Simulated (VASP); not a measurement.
# CuRu (Fd-3m) in VASP: further runs

The runs below take CuRu through relaxation of cell and atoms, single point, with PBE.

Program: VASP 6.6.1. These are calculated values, not measurements. Logs are shortened: lines on timing, memory, paths and dates and some standing lists are left out, and cuts for length are marked.

## Step 1: The cell of the first run

The structure is cubic, space group Fd-3m (No. 227). The conventional cell has a = 6.050 Å, b = 6.050 Å, c = 6.050 Å, α = 90.00°, β = 90.00°, γ = 90.00°. Cu (site symmetry -43m) has 4 Cu at 2.62 Å and 10 Ru at 2.62 to 3.02 Å within 3.5 Å. Ru (site symmetry -43m) has 10 Cu at 2.62 to 3.02 Å and 4 Ru at 2.62 Å within 3.5 Å.

## Step 2: Relaxation of cell and atoms, PBE

File INCAR:

```
SYSTEM = CuRu
ALGO = Normal
EDIFF = 1E-6
EDIFFG = -0.04
ENCUT = 600
GGA = PE
IBRION = 2
ISIF = 3
ISMEAR = 0
LASPH = .True.
LCHARG = .False.
LREAL = .False.
LWAVE = .False.
NELM = 80
NSW = 90
PREC = Accurate
SIGMA = 0.1
```

File KPOINTS:

```
k-points
0
Gamma
  6 6 6
  0 0 0
```

File POSCAR:

```
CuRu
1.0
    0.0000000000      3.0248423629      3.0248423629
    3.0248423629      0.0000000000      3.0248423629
    3.0248423629      3.0248423629      0.0000000000
Cu Ru
2 2
Direct
    0.5000000000      0.5000000000      0.5000000000
    0.7500000000      0.7500000000      0.7500000000
    0.0000000000      0.0000000000      0.0000000000
    0.2500000000      0.2500000000      0.2500000000
```

Potentials or basis: VASP PAW PBE potentials, release 64 (Cu, Ru_pv).

Command:

```bash
cat potpaw_PBE.64/Cu/POTCAR potpaw_PBE.64/Ru_pv/POTCAR > POTCAR
mpirun -np 1 vasp_std > vasp.out
```

OUTCAR:

```text
SYSTEM = CuRu
   EDIFF = 1E-6
   EDIFFG = -0.04
   ENCUT = 600
   GGA = PE
   IBRION = 2
   ISIF = 3
   ISMEAR = 0
   LASPH = .True.
   LREAL = .False.
   NELM = 80
   NSW = 90
   PREC = Accurate

 ion  position               nearest neighbor table
   1  0.500  0.500  0.500-   4 2.62   4 2.62   4 2.62   2 2.62   4 2.62   2 2.62   2 2.62   2 2.62
                             3 3.02   3 3.02   3 3.02   3 3.02   3 3.02   3 3.02
   2  0.750  0.750  0.750-   1 2.62   1 2.62   1 2.62   1 2.62   3 2.62   3 2.62   3 2.62   3 2.62
                             4 3.02   4 3.02   4 3.02   4 3.02   4 3.02   4 3.02
   3  0.000  0.000  0.000-   2 2.62   2 2.62   2 2.62   2 2.62   4 2.62   4 2.62   4 2.62   4 2.62
                             1 3.02   1 3.02   1 3.02   1 3.02   1 3.02   1 3.02
   4  0.250  0.250  0.250-   3 2.62   3 2.62   3 2.62   1 2.62   3 2.62   1 2.62   1 2.62   1 2.62
                             2 3.02   2 3.02   2 3.02   2 3.02   2 3.02   2 3.02

  LATTYP: Found a face centered cubic cell.
 ALAT       =     6.0496847258

  Lattice vectors:

 A1 = (   0.0000000000,   3.0248423629,   3.0248423629)
 A2 = (   3.0248423629,   0.0000000000,   3.0248423629)
 A3 = (   3.0248423629,   3.0248423629,   0.0000000000)

Analysis of symmetry for initial positions (statically):
=====================================================================
 Subroutine PRICEL returns:
 Original cell was already a primitive cell.

 Routine SETGRP: Setting up the symmetry group for a
 face centered cubic supercell.

 Subroutine GETGRP returns: Found 48 space group operations
 (whereof 24 operations were pure point group operations)
 out of a pool of 48 trial point group operations.

The static configuration has the point symmetry T_d .
 The point group associated with its full space group is O_h .

Analysis of symmetry for dynamics (positions and initial velocities):
=====================================================================
 Subroutine PRICEL returns:
 Original cell was already a primitive cell.

 Routine SETGRP: Setting up the symmetry group for a
 face centered cubic supercell.

 Subroutine GETGRP returns: Found 48 space group operations
 (whereof 24 operations were pure point group operations)
 out of a pool of 48 trial point group operations.

The dynamic configuration has the point symmetry T_d .
 The point group associated with its full space group is O_h .

 Subroutine INISYM returns: Found 48 space group operations
 (whereof 24 operations are pure point group operations),
 and found     1 'primitive' translations

----------------------------------------------------------------------------------------

                                     Primitive cell

  volume of cell :      55.3526

[... 94 lines left out ...]
   NELECT =      50.0000    total number of electrons
   NUPDOWN=      -1.0000    fix difference up-down
   EMIN   =  10.00;   EMAX   =-10.00  energy-range for DOS
   EFERMI =   0.00;   METHOD = LEGACY
   ISMEAR =     0;   SIGMA  =   0.10  broadening in eV -4-tet -1-fermi 0-gaus
   EFERMI_NEDOS =   21; number of points for ismear=-14 and -15
   IALGO  =     38    algorithm
   IMIX   =      4    mixing-type and parameters
     AMIX     =   0.40;   BMIX     =  1.00
     AMIX_MAG =   1.60;   BMIX_MAG =  1.00
  volume/ion in A,a.u.               =      13.84        93.38
  Fermi-wavevector in a.u.,A,eV,Ry     =   1.582530  2.990549 34.074468  2.504403
  Thomas-Fermi vector in A             =   2.682440
   LORBIT       =      0    0 simple, 1 ext, 2 COOP (PROOUT), +10 PAW based schemes
   GGA     = PE    functional components
   LHFCALC =     F    Hartree Fock is set to
   AEXX    =    0.0000 exact exchange contribution
   IVDW    =     0    specifies the selected vdW correction
   LEPSILON=     F    determine dielectric tensor
   LRPA    =     F    only Hartree local field effects (RPA)
 conjugate gradient relaxation of ions
 non-spin polarized calculation
 Gauss-broadening in eV      SIGMA  =   0.10
  energy-cutoff  :      600.00
  volume of cell :       55.35
 maximum number of plane-waves:      1873
 NGX is ok and might be reduce to    36
   NGX = 17   NGY = 17   NGZ = 17

--------------------------------------- Ionic step        1  -------------------------------------------

 number of electron      50.0000007 magnetization

 Free energy of the ion-electron system (eV)
  ---------------------------------------------------
  ext. energy  EPLUGINS =         0.00000000
  ---------------------------------------------------
  free energy    TOTEN  =       -24.52810889 eV

  energy without entropy =      -24.50925702  energy(sigma->0) =      -24.51868296

------------------------ aborting loop because EDIFF is reached ----------------------------------------

  FORCE on cell =-STRESS in cart. coord.  units (eV):
  Direction    XX          YY          ZZ          XY          YZ          ZX
  --------------------------------------------------------------------------------------
  -------------------------------------------------------------------------------------
  Total       -3.1891545     -3.1891545     -3.1891545      0.0000000     -0.0000000      0.0000000
  in kB      -92.3098192    -92.3098192    -92.3098192      0.0000000     -0.0000000      0.0000000
  external PRESSURE =     -92.3098192 kB  Pullay stress =       0.0000000 kB
[... 25 lines left out ...]
--------------------------------------- Ionic step        2  -------------------------------------------

 number of electron      50.0000016 magnetization

 E-fermi :  10.8454     XC(G=0): -13.6581

 val. band max:       10.8144084354   @ k =   0.5000   0.3333   0.1667
 cond. band min:      10.8575670053   @ k =  -0.3333   0.3333   0.1667
 fundamental gap:      0.0431585699
 Fermi energy:        10.8454396024

 k-point     1 :       0.0000    0.0000    0.0000
  band No.  band energies     occupation
      1     -32.2633      2.00000
      2     -32.2633      2.00000
      3     -32.2633      2.00000
      4     -31.7574      2.00000
      5     -31.7574      2.00000
      6     -31.7574      2.00000
[... 554 lines left out ...]
--------------------------------------- Ionic step        3  -------------------------------------------

 number of electron      49.9999982 magnetization

 Free energy of the ion-electron system (eV)
  ---------------------------------------------------
  ext. energy  EPLUGINS =         0.00000000
  ---------------------------------------------------
  free energy    TOTEN  =       -24.60764512 eV

  energy without entropy =      -24.58925833  energy(sigma->0) =      -24.59845173

 E-fermi :   9.7412     XC(G=0): -13.2368

 val. band max:        9.7139667026   @ k =   0.5000   0.3333   0.1667
 cond. band min:       9.7488787565   @ k =  -0.3333   0.3333   0.1667
 fundamental gap:      0.0349120539
 Fermi energy:         9.7412492094

 k-point     1 :       0.0000    0.0000    0.0000
  band No.  band energies     occupation
      1     -33.2012      2.00000
      2     -33.2012      2.00000
      3     -33.2012      2.00000
      4     -32.7915      2.00000
      5     -32.7915      2.00000
      6     -32.7915      2.00000
[... 548 lines left out ...]
  FREE ENERGIE OF THE ION-ELECTRON SYSTEM (eV)
  ---------------------------------------------------
  free  energy   TOTEN  =       -24.6076451177 eV

  energy  without entropy=      -24.5892583337  energy(sigma->0) =      -24.59845173

 reached required accuracy - stopping structural energy minimisation
```

CONTCAR:

```text
CuRu
   1.00000000000000
    -0.0000000000000000    2.9769831422006985    2.9769831422006985
     2.9769831422006985   -0.0000000000000000    2.9769831422006985
     2.9769831422006985    2.9769831422006985    0.0000000000000000
  Cu              Ru
     2     2
Direct
     0.5000000000000000    0.5000000000000000    0.5000000000000000
     0.7500000000000000    0.7500000000000000    0.7500000000000000
     0.0000000000000000    0.0000000000000000    0.0000000000000000
     0.2500000000000000    0.2500000000000000    0.2500000000000000

  0.00000000E+00  0.00000000E+00  0.00000000E+00
  0.00000000E+00  0.00000000E+00  0.00000000E+00
  0.00000000E+00  0.00000000E+00  0.00000000E+00
  0.00000000E+00  0.00000000E+00  0.00000000E+00
```

Wall time 65 s (1 thread of Intel Xeon 6975P-C (Granite Rapids), shared host); peak memory 0.22 GiB.

Results:

```yaml
Free_energy: -24.6076 eV
Relaxed_volume: 13.19 Å³/atom
Relaxed_cell: a = 4.210 Å, b = 4.210 Å, c = 4.210 Å, α = 60.00°, β = 60.00°, γ = 60.00°
Space_group_after_relaxing_to_0.1_Å: Fd-3m (No. 227)
Energy_gained_by_relaxing: 19.9 meV/atom
Ionic_steps: 3
Pressure_after_relaxing: -0.1 GPa
Band_gap_on_the_k_mesh: zero (bands 25 and 26 overlap by 1.06 eV)
```

The path:
| step | energy change (eV) | largest force (eV/Å) | pressure (GPa) | volume (Å³) |
| --- | --- | --- | --- | --- |
| 1 | 0.0000 | 0.0000 | -9.23 | 55.35 |
| 2 | 0.0966 | 0.0000 | 17.11 | 49.21 |
| 3 | -0.0795 | 0.0000 | -0.10 | 52.77 |

Final structure:
```yaml
crystal:
  lattice:
    - [0.00000, 2.97698, 2.97698]
    - [2.97698, 0.00000, 2.97698]
    - [2.97698, 2.97698, 0.00000]
  atoms:
    - { symbol: Cu, position: [0.50000, 0.50000, 0.50000] }
    - { symbol: Cu, position: [0.75000, 0.75000, 0.75000] }
    - { symbol: Ru, position: [0.00000, 0.00000, 0.00000] }
    - { symbol: Ru, position: [0.25000, 0.25000, 0.25000] }
```

Levels at points of the mesh, in eV from the Fermi level:
```csv
k point,band 22,band 23,band 24,band 25,band 26,band 27,band 28,band 29
"(0.00, 0.00, 0.00)",-1.01,-0.13,-0.13,-0.13,0.69,0.69,7.14,7.14
"(0.50, 0.00, 0.00)",-1.51,-0.97,-0.14,-0.14,0.43,0.43,1.12,6.32
"(0.50, 0.50, 0.00)",-1.09,-0.73,-0.73,0.47,0.47,0.92,0.92,0.97
```

## Step 3: Single point, PBE

This run uses another cell than the first one, of 13.17 Å³/atom.

File INCAR:

```
SYSTEM = CuRu
PREC = Accurate
ENCUT = 520
EDIFF = 1E-6
ISMEAR = 0
SIGMA = 0.1
LREAL = .False.
LASPH = .True.
NELM = 60
ALGO = Fast
ISIF = 2
LWAVE = .False.
LCHARG = .False.
GGA = PE
NBANDS = 33
```

File KPOINTS:

```
Automatic mesh
0
Gamma
  14 14 14
  0 0 0
```

File POSCAR:

```
CuRu
1.0
    0.0000000000      2.9752864492      2.9752864492
    2.9752864492      0.0000000000      2.9752864492
    2.9752864492      2.9752864492      0.0000000000
Cu Ru
2 2
Direct
    0.0000000000      0.0000000000      0.0000000000
    0.2500000000      0.2500000000      0.2500000000
    0.5000000000      0.5000000000      0.5000000000
    0.7500000000      0.7500000000      0.7500000000
```

Potentials or basis: VASP PAW PBE potentials, release 64 (Cu, Ru_pv).

Command:

```bash
cat potpaw_PBE.64/Cu/POTCAR potpaw_PBE.64/Ru_pv/POTCAR > POTCAR
mpirun -np 1 vasp_std > vasp.out
```

Wall time 1.9 min (1 thread of Intel Xeon 6975P-C (Granite Rapids), shared host); peak memory 0.28 GiB.

The run converged. Its results:

```
Free energy            : -24.5835 eV
Pressure               : -0.1 GPa
Band gap on the k mesh : zero (bands 25 and 26 overlap by 1.17 eV)
```

Levels at points of the mesh, in eV from the Fermi level:
```csv
k point,band 21,band 22,band 23,band 24,band 25,band 26,band 27,band 28,band 29,band 30
"(0.00, 0.00, 0.00)",-1.00,-1.00,-0.13,-0.13,-0.13,0.69,0.69,7.15,7.15,7.15
"(0.50, 0.00, 0.00)",-1.50,-1.50,-0.96,-0.14,-0.14,0.44,0.44,1.13,6.34,6.95
"(0.50, 0.50, 0.00)",-1.09,-1.09,-0.73,-0.73,0.48,0.48,0.93,0.93,0.98,0.98
```

## Step 4: Relaxation of cell and atoms, PBE

This run uses another cell than the first one, of 13.19 Å³/atom.

File INCAR:

```
PREC = Accurate ; ENCUT = 600
EDIFF = 1E-6 ; ISMEAR = 0
SIGMA = 0.1 ; LREAL = False
LASPH = True ; NELM = 100
ALGO = Fast ; ISIF = 3
LWAVE = False ; LCHARG = False
GGA = PE ; IBRION = 2
NSW = 100 ; EDIFFG = -0.01
```

File KPOINTS:

```
Automatic mesh
0
Gamma
  14 14 14
```

File POSCAR:

```
CuRu
1.0
    0.0000000000      2.9767427962      2.9767427962
    2.9767427962      0.0000000000      2.9767427962
    2.9767427962      2.9767427962      0.0000000000
Cu Ru
2 2
Direct
    0.0000000000      0.0000000000      0.0000000000
    0.2500000000      0.2500000000      0.2500000000
    0.5000000000      0.5000000000      0.5000000000
    0.7500000000      0.7500000000      0.7500000000
```

Command:

```bash
cat potpaw_PBE.64/Cu/POTCAR potpaw_PBE.64/Ru_pv/POTCAR > POTCAR
mpirun -np 1 vasp_std > vasp.out
```

Wall time 5 min (1 thread of Intel Xeon 6975P-C (Granite Rapids), shared host); peak memory 0.34 GiB.

Results (log left out):

| Property | Result |
| --- | --- |
| Free energy | -24.5838 eV |
| Relaxed volume | 13.18 Å³/atom |
| Relaxed cell | a = 4.208 Å, b = 4.208 Å, c = 4.208 Å, α = 60.00°, β = 60.00°, γ = 60.00° |
| Space group after relaxing (to 0.1 Å) | Fd-3m (No. 227) |
| Energy gained by relaxing | 0.0 meV/atom |
| Ionic steps | 3 |
| Pressure after relaxing | 0.0 GPa |
| Band gap on the k mesh | zero (bands 25 and 26 overlap by 1.17 eV) |

Final structure:
```
Cu Ru
1.0
     0.00000    2.97585    2.97585
     2.97585    0.00000    2.97585
     2.97585    2.97585    0.00000
Cu Ru
2 2
Direct
  0.00000 0.00000 0.00000
  0.25000 0.25000 0.25000
  0.50000 0.50000 0.50000
  0.75000 0.75000 0.75000
```

Levels at points of the mesh, in eV from the Fermi level:
```csv
k point,band 22,band 23,band 24,band 25,band 26,band 27,band 28,band 29
"(0.00, 0.00, 0.00)",-1.00,-0.13,-0.13,-0.13,0.69,0.69,7.15,7.15
"(0.50, 0.00, 0.00)",-1.50,-0.96,-0.14,-0.14,0.44,0.44,1.13,6.34
"(0.50, 0.50, 0.00)",-1.09,-0.73,-0.73,0.48,0.48,0.92,0.92,0.98
```

## Step 5: Summary

| task | cell | k mesh | cutoff (eV) | gap on the mesh (eV) | pressure (GPa) | relaxed volume (Å³/atom) |
| --- | --- | --- | --- | --- | --- | --- |
| relaxation of cell and atoms | relaxed from a = 4.278 Å, angles 60.0°, 4 atoms | 6 × 6 × 6 | 600 | none | -0.1 | 13.19 |
| single point | a = 4.208 Å, angles 60.0°, 4 atoms | 14 × 14 × 14 | 520 | none | -0.1 | - |
| relaxation of cell and atoms | relaxed from a = 4.210 Å, angles 60.0°, 4 atoms | 14 × 14 × 14 | 600 | none | 0.0 | 13.18 |

Alike in all rows: level PBE; potentials or basis VASP PAW PBE potentials, release 64 (Cu, Ru_pv); no spin polarisation; smearing gaussian 0.1 eV.

Total energies depend on the potentials used, so only differences within one code and one set of settings carry meaning.
